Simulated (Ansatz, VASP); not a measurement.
**One calculation of InSe, two programs**

```xyz
4
Lattice="5.8264 -2.0546 0.0000 5.8264 2.0546 0.0000 -1.7232 0.0000 4.7713" Properties=species:S:1:pos:R:3 pbc="T T T"
In   -0.3398    0.0000    4.5479
In   10.2693    0.0000    0.2235
Se    3.3807    0.0000    1.5795
Se    6.5489    0.0000    3.1918
```

Alike in both runs: task single point; functional LDA; k mesh 7 × 7 × 6; occupations fermi-dirac, width 0.03 eV; no spin polarisation.

|  | VASP | Ansatz |
| --- | --- | --- |
| version | VASP 6.6.1 | Ansatz 0.2.0 |
| potentials or method | VASP PAW LDA potentials, release 64 (In_d, Se), cutoff 520 eV | all-electron LAPW, scalar-relativistic |

```tsv
	VASP	Ansatz	Ansatz less VASP
pressure (GPa)	-2.7	-2.8	-0.11
traceless stress, the component that is largest in VASP (GPa)	-0.55	-0.58	-0.030
rms of the force components (eV/Å)	0.037	0.048	+0.0108
```

LDA's correlation is that of Perdew and Zunger in VASP and of Perdew and Wang (1992) in Ansatz. Atom by atom the forces differ by 0.011 eV/Å (rms over components). Ansatz ran all-electron here, and VASP with PAW potentials.
